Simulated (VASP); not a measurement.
# CoSi2 (Fm-3m) in VASP: notebook

CoSi2 is run at these levels: PBEsol+D3(BJ); tasks: single point.

Program: VASP 6.6.1. These are calculated values, not measurements. Logs are shortened: lines on timing, memory, paths and dates and some standing lists are left out, and cuts for length are marked.

## 1. The cell of the first run

It takes space group Fm-3m (No. 225, cubic). Conventional cell: a = 5.356 Å, b = 5.356 Å, c = 5.356 Å, α = 90.00°, β = 90.00°, γ = 90.00°. Co (site symmetry m-3m) has 8 Si at 2.32 Å within 3.1 Å. Within 3.1 Å of Si (site symmetry -43m) lie 4 Co at 2.32 Å and 6 Si at 2.68 Å.

## 2. Single point, PBEsol+D3(BJ), collinear spin, ferromagnetic start

INCAR

```
PREC = Accurate ; ENCUT = 520
EDIFF = 1E-6 ; ISMEAR = -1
SIGMA = 0.3 ; LREAL = F
LASPH = T ; NELM = 150
ALGO = Normal ; ISIF = 2
LWAVE = F ; LCHARG = F
ISPIN = 2 ; MAGMOM = 1.53 0.23 0.23
LORBIT = 11 ; NUPDOWN = 2.4
LMAXMIX = 4 ; GGA = PS
IVDW = 12 ; NBANDS = 20
```

KPOINTS

```
Automatic mesh
0
Gamma
  9 9 9
```

POSCAR

```
CoSi2
1.0
    3.7872640000      0.0000000000      0.0000000000
    1.8936320000      3.2798668348      0.0000000000
    1.8936320000      1.0932889449      3.0922881071
Co Si
1 2
Direct
    0.0000000000      0.0000000000      0.0000000000
    0.2500000000      0.2500000000      0.2500000000
    0.7500000000      0.7500000000      0.7500000000
```

Potentials or basis: VASP PAW PBE potentials, release 64 (Co, Si).

Run with:

```console
$ cat potpaw_PBE.64/Co/POTCAR potpaw_PBE.64/Si/POTCAR > POTCAR
$ mpirun -np 1 vasp_std > vasp.out
```

OUTCAR:

```text
PREC = Accurate
   ENCUT = 520
   EDIFF = 1E-6
   ISMEAR = -1
   LREAL = F
   LASPH = T
   NELM = 150
   ISIF = 2
   ISPIN = 2
   LORBIT = 11
   NUPDOWN = 2.4
   GGA = PS
   IVDW = 12
 IVDW          = 12

 ion  position               nearest neighbor table
   1  0.000  0.000  0.000-   3 2.32   2 2.32   2 2.32   3 2.32   3 2.32   2 2.32   3 2.32   2 2.32

   2  0.250  0.250  0.250-   1 2.32   1 2.32   1 2.32   1 2.32   3 2.68   3 2.68   3 2.68   3 2.68
                             3 2.68   3 2.68
   3  0.750  0.750  0.750-   1 2.32   1 2.32   1 2.32   1 2.32   2 2.68   2 2.68   2 2.68   2 2.68
                             2 2.68   2 2.68

  LATTYP: Found a face centered cubic cell.
 ALAT       =     5.3560001130

  Lattice vectors:

 A1 = (   3.7872640000,   0.0000000000,   0.0000000000)
 A2 = (   1.8936320000,   3.2798668348,   0.0000000000)
 A3 = (   1.8936320000,   1.0932889449,   3.0922881071)

Analysis of symmetry for initial positions (statically):
=====================================================================
 Subroutine PRICEL returns:
 Original cell was already a primitive cell.

 Routine SETGRP: Setting up the symmetry group for a
 face centered cubic supercell.

 Subroutine GETGRP returns: Found 48 space group operations
 (whereof 48 operations were pure point group operations)
 out of a pool of 48 trial point group operations.

The static configuration has the point symmetry O_h .

Analysis of symmetry for dynamics (positions and initial velocities):
=====================================================================
 Subroutine PRICEL returns:
 Original cell was already a primitive cell.

 Routine SETGRP: Setting up the symmetry group for a
 face centered cubic supercell.

 Subroutine GETGRP returns: Found 48 space group operations
 (whereof 48 operations were pure point group operations)
 out of a pool of 48 trial point group operations.

The dynamic configuration has the point symmetry O_h .

Analysis of structural, dynamic, and magnetic symmetry:
=====================================================================
 Subroutine PRICEL returns:
 Original cell was already a primitive cell.

 Routine SETGRP: Setting up the symmetry group for a
 face centered cubic supercell.

 Subroutine GETGRP returns: Found 48 space group operations
 (whereof 48 operations were pure point group operations)
 out of a pool of 48 trial point group operations.

The overall configuration has the point symmetry O_h .

 Subroutine INISYM returns: Found 48 space group operations
 (whereof 48 operations are pure point group operations),
 and found     1 'primitive' translations

----------------------------------------------------------------------------------------

                                     Primitive cell

  volume of cell :      38.4115

  direct lattice vectors                    reciprocal lattice vectors
     3.787264000  0.000000000  0.000000000     0.264042855 -0.152445214 -0.107795044
     1.893632000  3.279866835  0.000000000     0.000000000  0.304890427 -0.107795044
     1.893632000  1.093288945  3.092288107     0.000000000  0.000000000  0.323385133

  length of vectors
     3.787264000  3.787264000  3.787264000     0.323385133  0.323385133  0.323385133

  position of ions in fractional coordinates (direct lattice)
     0.000000000  0.000000000  0.000000000
     0.250000000  0.250000000  0.250000000
     0.750000000  0.750000000  0.750000000

  ion indices of the primitive-cell ions
   primitive index   ion index
                 1           1
                 2           2
                 3           3

----------------------------------------------------------------------------------------

 KPOINTS: Automatic mesh

Automatic generation of k-mesh.
 Grid dimensions read from file:
 generate k-points for:    9    9    9

 Generating k-lattice:

  Cartesian coordinates                     Fractional coordinates (reciprocal lattice)
     0.029338095 -0.016938357 -0.011977227     0.111111111  0.000000000  0.000000000
     0.000000000  0.033876714 -0.011977227     0.000000000  0.111111111  0.000000000
     0.000000000  0.000000000  0.035931681     0.000000000  0.000000000  0.111111111

  Length of vectors
     0.035931681  0.035931681  0.035931681

  Shift w.r.t. Gamma in fractional coordinates (k-lattice)
     0.000000000  0.000000000  0.000000000

 Subroutine IBZKPT returns following result:
 ===========================================

 Found     35 irreducible k-points:

 Following reciprocal coordinates:
            Coordinates               Weight
  0.000000  0.000000  0.000000      1.000000
  0.111111 -0.000000  0.000000      8.000000
  0.222222  0.000000 -0.000000      8.000000
  0.333333 -0.000000 -0.000000      8.000000
  0.444444  0.000000 -0.000000      8.000000
  0.111111  0.111111 -0.000000      6.000000
[... 16 lines left out ...]
 -0.333333  0.333333  0.000000     12.000000
  0.444444  0.444444  0.000000      6.000000
 [... further k-points ...]
   k-points           NKPTS =     35   k-points in BZ     NKDIM =     35   number of bands    NBANDS=     20
   number of dos      NEDOS =    301   number of ions     NIONS =      3
   total plane-waves  NPLWV =  21952
   dimension x,y,z NGX =    28 NGY =   28 NGZ =   28
   dimension x,y,z NGXF=    56 NGYF=   56 NGZF=   56
   ions per type =               1   2
   NGX,Y,Z   is equivalent  to a cutoff of  12.29, 12.29, 12.29 a.u.
   NGXF,Y,Z  is equivalent  to a cutoff of  24.58, 24.58, 24.58 a.u.
 SYSTEM =  unknown system
   PREC   = accura    normal or accurate (medium, high low for compatibility)
   ISTART =      0    job   : 0-new  1-cont  2-samecut
   ICHARG =      2    charge: 1-file 2-atom 10-const
   ISPIN  =      2    spin polarized calculation?
   LNONCOLLINEAR =      F non collinear calculations
   LSORBIT =      F    spin-orbit coupling
   LASPH  =      T    aspherical Exc in radial PAW
   ENCUT  =  520.0 eV  38.22 Ry    6.18 a.u.   7.04  7.04  7.04*2*pi/ulx,y,z
   NELM   =    150;   NELMIN=  2; NELMDL= -5     # of ELM steps
   EDIFF  = 0.1E-05   stopping-criterion for ELM
   LREAL  =      F    real-space projection
   EDIFFG = 0.1E-04   stopping-criterion for IOM
   NSW    =      0    number of steps for IOM
   IBRION =     -1    ionic relax: 0-MD 1-quasi-New 2-CG
   NFREE  =      0    steps in history (QN), initial steepest desc. (CG)
   ISIF   =      2    stress and relaxation
   ISYM   =      2    0-nonsym 1-usesym 2-fastsym
   POTIM  = 0.5000    time-step for ionic-motion
   TEBEG  =    0.0;   TEEND  =   0.0 temperature during run
   PSTRESS=    0.0 pullay stress
   NELECT =      17.0000    total number of electrons
   NUPDOWN=       2.4000    fix difference up-down
   EMIN   =  10.00;   EMAX   =-10.00  energy-range for DOS
   EFERMI =   0.00;   METHOD = LEGACY
   ISMEAR =    -1;   SIGMA  =   0.30  broadening in eV -4-tet -1-fermi 0-gaus
   EFERMI_NEDOS =   21; number of points for ismear=-14 and -15
   IALGO  =     38    algorithm
   IMIX   =      4    mixing-type and parameters
     AMIX     =   0.40;   BMIX     =  1.00
     AMIX_MAG =   1.60;   BMIX_MAG =  1.00
  volume/ion in A,a.u.               =      12.80        86.40
  Fermi-wavevector in a.u.,A,eV,Ry     =   1.247586  2.357596 21.177078  1.556471
  Thomas-Fermi vector in A             =   2.381712
   LORBIT       =     11    0 simple, 1 ext, 2 COOP (PROOUT), +10 PAW based schemes
   GGA     = PS    functional components
   LHFCALC =     F    Hartree Fock is set to
   AEXX    =    0.0000 exact exchange contribution
   IVDW    =    12    specifies the selected vdW correction
   LEPSILON=     F    determine dielectric tensor
   LRPA    =     F    only Hartree local field effects (RPA)
 spin polarized calculation
  energy-cutoff  :      520.00
  volume of cell :       38.41
 maximum number of plane-waves:      1044
   NGX = 15   NGY = 15   NGZ = 15

 number of electron      16.9999995 magnetization       2.3998084

 Free energy of the ion-electron system (eV)
  ---------------------------------------------------
  ext. energy  EPLUGINS =         0.00000000
  ---------------------------------------------------
  free energy    TOTEN  =       -19.10887949 eV

  energy without entropy =      -18.50603936  energy(sigma->0) =      -18.80745942

 E-fermi :   9.1592     XC(G=0): -11.8634

 val. band max:       12.0840415961   @ k =  -0.1111   0.1111   0.0000
 cond. band min:       9.1632069057   @ k =  -0.4444   0.3333   0.0000
 fundamental gap:     -2.9208346904
 Fermi energy:        12.1265034993

 spin component 1

 k-point     1 :       0.0000    0.0000    0.0000
  band No.  band energies     occupation
      1      -3.3511      1.00000
      2       5.2363      1.00000
      3       5.2363      1.00000
      4       5.2363      1.00000
      5       7.0283      1.00000
      6       7.0283      1.00000
[... 12 lines left out ...]
     19      20.0496      0.00000
[... 513 lines left out ...]
      4       6.0177      1.00000
      5       6.0177      1.00000
      6       7.1764      1.00000
[... 12 lines left out ...]
     19      24.7483      0.00000
     20      24.7607      0.00000

 [... further k-points ...]

 spin component 2

 k-point     1 :       0.0000    0.0000    0.0000
  band No.  band energies     occupation
      1      -2.8369      1.00000
      2       6.1459      0.99996
      3       6.1459      0.99996
      4       6.1459      0.99996
      5       8.3091      0.94446
      6       8.3091      0.94446
[... 12 lines left out ...]
     19      20.6297      0.00000
[... 513 lines left out ...]
      4       6.5866      0.99981
      5       6.5866      0.99981
      6       8.3365      0.93948
[... 12 lines left out ...]
     19      25.3586      0.00000
     20      25.3586      0.00000

 [... further k-points ...]

------------------------ aborting loop because EDIFF is reached ----------------------------------------

 Edisp (eV)   -1.15961

 E8    (eV) :    -0.7440

  FORCE on cell =-STRESS in cart. coord.  units (eV):
  Direction    XX          YY          ZZ          XY          YZ          ZX
  --------------------------------------------------------------------------------------
  -------------------------------------------------------------------------------------
  Total       2.48277     2.48277     2.48277    -0.00000    -0.00000     0.00000
  in kB     103.55845   103.55845   103.55845    -0.00000    -0.00000     0.00000
  external pressure =      103.56 kB  Pullay stress =        0.00 kB

 VOLUME and BASIS-vectors are now :
 -----------------------------------------------------------------------------
  energy-cutoff  :      520.00
  volume of cell :       38.41
      direct lattice vectors                 reciprocal lattice vectors
     3.787264000  0.000000000  0.000000000     0.264042855 -0.152445214 -0.107795044
     1.893632000  3.279866835  0.000000000     0.000000000  0.304890427 -0.107795044
     1.893632000  1.093288945  3.092288107     0.000000000  0.000000000  0.323385133

 POSITION                                       TOTAL-FORCE (eV/Angst)
 -----------------------------------------------------------------------------------
      0.00000      0.00000      0.00000         0.000000     -0.000000      0.000000
      1.89363      1.09329      0.77307        -0.000000      0.000000      0.000000
      5.68090      3.27987      2.31922        -0.000000      0.000000     -0.000000
 -----------------------------------------------------------------------------------
    total drift:                                0.000000      0.000000     -0.000000

  FREE ENERGIE OF THE ION-ELECTRON SYSTEM (eV)
  ---------------------------------------------------
  free  energy   TOTEN  =       -20.2684863199 eV

  energy  without entropy=      -19.6656461897  energy(sigma->0) =      -19.96706625

 total charge

# of ion       s       p       d       tot
------------------------------------------
    1        0.548   0.720   7.490   8.758
    2        0.777   0.858   0.000   1.634
    3        0.777   0.858   0.000   1.634
--------------------------------------------------
tot          2.102   2.435   7.490  12.027

 magnetization (x)

# of ion       s       p       d       tot
------------------------------------------
    1        0.023   0.172   1.294   1.489
    2        0.078   0.112   0.000   0.190
    3        0.078   0.112   0.000   0.190
--------------------------------------------------
tot          0.179   0.397   1.294   1.869
```

It took 1.7 min on 1 thread of Intel Xeon 8259CL, shared host; peak memory 0.21 GiB.

What came out:

| Item | Value |
| --- | --- |
| Free energy | -20.2685 eV |
| Pressure | 10.4 GPa |
| Net moment | 2.40 μB per cell |
| Site moments | Co +1.49; Si +0.19 μB |
| Valence electrons inside the program's atomic spheres | Co 8.76; Si 1.63 |
| Dispersion energy per atom | -0.387 eV |

Caveat: three body term missing; the cell stands under pressure; the PAW data sets were made with another functional, which shifts forces and pressure a little; the total moment is fixed, so each spin has its own Fermi level.

## 3. Single point, PBEsol+D3(BJ), collinear spin, ferromagnetic start

INCAR

```
SYSTEM = CoSi2
PREC     = Accurate       ! precision mode
ENCUT    = 520            ! plane-wave cutoff, eV
EDIFF    = 1E-6           ! SCF threshold, eV
ISMEAR   = -1             ! smearing method
SIGMA    = 0.3            ! smearing width, eV
LREAL    = .False.        ! projectors in reciprocal space
LASPH    = .True.         ! aspherical terms in the spheres
NELM     = 150            ! most SCF steps
ALGO     = Normal         ! electronic algorithm
ISIF     = 2              ! what is computed and relaxed
LWAVE    = .False.        ! write WAVECAR
LCHARG   = .True.         ! write CHGCAR
ISPIN    = 2              ! spin polarisation
MAGMOM   = 1.85 0.3 0.3   ! initial moments
LORBIT   = 11             ! projections on sites
NUPDOWN  = 3.0            ! fixed moment
LMAXMIX  = 4              ! l up to which the mixer works
GGA      = PS             ! functional
IVDW     = 12             ! dispersion correction
LELF     = .True.         ! ELF
LVHAR    = .True.       
NBANDS   = 20             ! bands
```

KPOINTS

```
regular mesh
0
Gamma
  9 9 9
  0 0 0
```

POSCAR is that of step 2.

Potentials or basis: VASP PAW PBE potentials, release 64 (Co, Si).

Run with:

```console
$ cat potpaw_PBE.64/Co/POTCAR potpaw_PBE.64/Si/POTCAR > POTCAR
$ mpirun -np 1 vasp_std > vasp.out
```

Run time: 1.7 min. Hardware: 1 thread of Intel Xeon 8259CL, shared host; peak memory 0.21 GiB.

It converged, with:

| Item | Value |
| --- | --- |
| Free energy | -19.2882 eV |
| Pressure | 16.6 GPa |
| Net moment | 3.00 μB per cell |
| Site moments | Co +1.80; Si +0.24 μB |
| Valence electrons inside the program's atomic spheres | Co 8.71; Si 1.65 |
| Dispersion energy per atom | -0.387 eV |

Caveat: three body term missing; the cell stands under pressure; the PAW data sets were made with another functional, which shifts forces and pressure a little; the total moment is fixed, so each spin has its own Fermi level.
